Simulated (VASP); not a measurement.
AlN: single point with r2SCAN

Crystal: AlN.

```
Al N
1.0
     3.15330    0.00000    0.00000
    -1.57665    2.73084    0.00000
     0.00000    0.00000    5.05325
Al N
2 2
Direct
  0.66667 0.33333 0.49934
  0.33333 0.66667 0.99934
  0.66667 0.33333 0.88066
  0.33333 0.66667 0.38066
```

```yaml
Program: VASP 6.6.1
Task: single point
Functional: r2SCAN
Potentials_or_basis: VASP PAW PBE potentials, release 64 (Al, N)
Cutoff: 520 eV
k_mesh: 12 × 12 × 6
Occupations: gaussian, width 0.02 eV
Spin: no spin polarisation
```

The pressure is -9.0 GPa and the band gap on the k mesh is 4.52 eV, direct.

Stress tensor (GPa, compression positive):
```
-9.30  0.00  0.00
 0.00 -9.30  0.00
 0.00  0.00 -8.53
```

Levels at points of the mesh, in eV from the valence-band top:
```csv
k point,band 4,band 5,band 6,band 7,band 8,band 9,band 10,band 11,band 12,band 13
"(0.00, 0.00, 0.00)",-0.86,-0.86,-0.21,-0.21,0.00,4.52,7.14,11.24,11.71,11.71
"(0.50, 0.00, 0.00)",-4.11,-3.28,-2.07,-1.70,-0.69,6.34,6.40,8.65,10.92,11.46
"(0.00, 0.00, 0.50)",-3.30,-0.54,-0.54,-0.54,-0.54,6.85,6.85,10.94,10.94,12.02
"(0.50, 0.00, 0.50)",-5.49,-1.45,-1.45,-1.35,-1.35,5.84,5.84,9.86,9.86,12.41
```

Wall time 2.6 min on 1 thread of Intel(R) Xeon(R) Platinum 8488C (Sapphire Rapids) (shared host), peak memory 0.19 GiB.

Caveat: the PAW data sets were made with another functional, which shifts forces and pressure a little. A k mesh can miss the band edges.
